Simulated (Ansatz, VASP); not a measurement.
# Two plane-wave programs on Ga

```xyz
1
Lattice="0.0000 2.0722 2.0722 2.0722 0.0000 2.0722 2.0722 2.0722 0.0000" Properties=species:S:1:pos:R:3 pbc="T T T"
Ga    0.0000    0.0000    0.0000
```

Alike in both runs: functional PBEsol; k mesh 18 × 18 × 18; occupations gaussian, width 0.1 eV; no spin polarisation.

Ansatz relaxed the structure, and its values are those at the end. VASP's run is a single point on that final structure, the one shown.

|  | VASP | Ansatz |
| --- | --- | --- |
| version | VASP 6.6.1 | Ansatz 0.2.0 |
| potentials or method | VASP PAW PBE potentials, release 64 (Ga_d), cutoff 520 eV | scalar-relativistic, plane waves, PAW |
| valence electrons in the cell | 13 | 13 |

VASP gave:

* gap on the k mesh at the Fermi level (eV): none
* pressure (GPa): 0.0

**Question.** Estimate Ansatz's values.

**Answer.** gap on the k mesh at the Fermi level (eV): none; pressure (GPa): -0.1.

VASP's potentials were made for PBE, not for PBEsol. A gap of «none» marks a metal or a gap that the smearing closes. The functional is the same, so the differences come from potentials, cutoffs and numerics.
